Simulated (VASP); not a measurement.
A run of VASP 6.6.1 is set up as follows.

The input INCAR:

```
PREC = Accurate
ENCUT = 520
EDIFF = 1E-6
ISMEAR = 0
SIGMA = 0.2
LREAL = F
LASPH = T
NELM = 100
ALGO = Normal
ISIF = 2
LWAVE = F
LCHARG = T
GGA = PE
LELF = T
LVHAR = T
NBANDS = 35
```

Contents of KPOINTS:

```
Automatic mesh
0
Gamma
  5 5 5
```

Contents of POSCAR:

```
TiSi6Mo
1.0
    3.8920774687      0.0000000000      0.0000000000
    0.0000000000      1.7202813673      8.7656435054
    0.0000000000     -1.7202813673      8.7656435054
Ti Si Mo
1 6 1
Direct
    0.0000000000      0.0780815732      0.0780815732
    0.0000000000      0.6887459492      0.6887459492
    0.0000000000      0.8249682828      0.8249682828
    0.5000000000      0.3133572126      0.3133572126
    0.5000000000      0.1798786187      0.1798786187
    0.0000000000      0.4546796950      0.4546796950
    0.5000000000      0.5415881635      0.5415881635
    0.5000000000      0.9187005049      0.9187005049
```

Potentials or basis: VASP PAW PBE potentials, release 64 (Ti_sv, Si, Mo_sv).

Launch:

```console
$ cat potpaw_PBE.64/Ti_sv/POTCAR potpaw_PBE.64/Si/POTCAR potpaw_PBE.64/Mo_sv/POTCAR > POTCAR
$ mpirun -np 1 vasp_std > vasp.out
```

Predict the largest force.

0.032 eV/Å.

Estimate the pressure.

-0.3 GPa.

Estimate the band gap on the k mesh.

zero (bands 25 and 26 overlap by 0.90 eV).

Forces on the atoms (eV/Å):
```
Ti   0.000  0.000  0.001
Si   0.000  0.000 -0.011
Si   0.000  0.000  0.004
Si   0.000  0.000 -0.015
Si   0.000  0.000  0.013
Si   0.000  0.000  0.002
Si   0.000  0.000 -0.025
Mo   0.000  0.000  0.032
```

Caveat: the k points lie up to 0.37 Å⁻¹ apart, too coarse for converged energies and pressures of a metal.
